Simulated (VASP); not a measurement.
Here is a VASP 6.6.1 calculation.

Contents of INCAR:

```
PREC     = Accurate       # precision mode
ENCUT    = 520            # plane-wave cutoff, eV
EDIFF    = 1E-6           # SCF threshold, eV
ISMEAR   = 0              # smearing method
SIGMA    = 0.01           # smearing width, eV
LREAL    = F              # projectors in reciprocal space
LASPH    = T              # aspherical terms in the spheres
NELM     = 60             # most SCF steps
ALGO     = Normal         # electronic algorithm
ISIF     = 2              # what is computed and relaxed
LWAVE    = F              # write WAVECAR
LCHARG   = F              # write CHGCAR
GGA      = CA             # functional
NBANDS   = 26             # bands
```

File KPOINTS:

```
regular mesh
0
Gamma
  6 6 4
```

POSCAR

```
ZnS
1.0
    3.8110000000      0.0000000000      0.0000000000
   -1.9055000000      3.3004230000      0.0000000000
    0.0000000000      0.0000000000      6.2340000000
Zn S
2 2
Direct
    0.3333333333      0.6666666667      0.0000000000
    0.6666666667      0.3333333333      0.5000000000
    0.3333333333      0.6666666667      0.3850000000
    0.6666666667      0.3333333333      0.8850000000
```

Potentials or basis: VASP PAW LDA potentials, release 64 (Zn, S).

The run is started by

```sh
$ cat potpaw_LDA.64/Zn/POTCAR potpaw_LDA.64/S/POTCAR > POTCAR
$ mpirun -np 1 vasp_std > vasp.out
```

Problem. What does it give for the largest force?

Solution. 0.299 eV/Å.

Problem. What does it give for the band gap on the k mesh?

Solution. 2.02 eV, direct.

Problem. Predict the pressure.

Solution. -3.7 GPa.

Forces in eV/Å, atoms in the order of the input:
```
Zn   0.000  0.000  0.299
Zn   0.000  0.000  0.299
S    0.000  0.000 -0.299
S    0.000  0.000 -0.299
```

A hybrid or GW would open this gap; LDA tends to underestimate it.
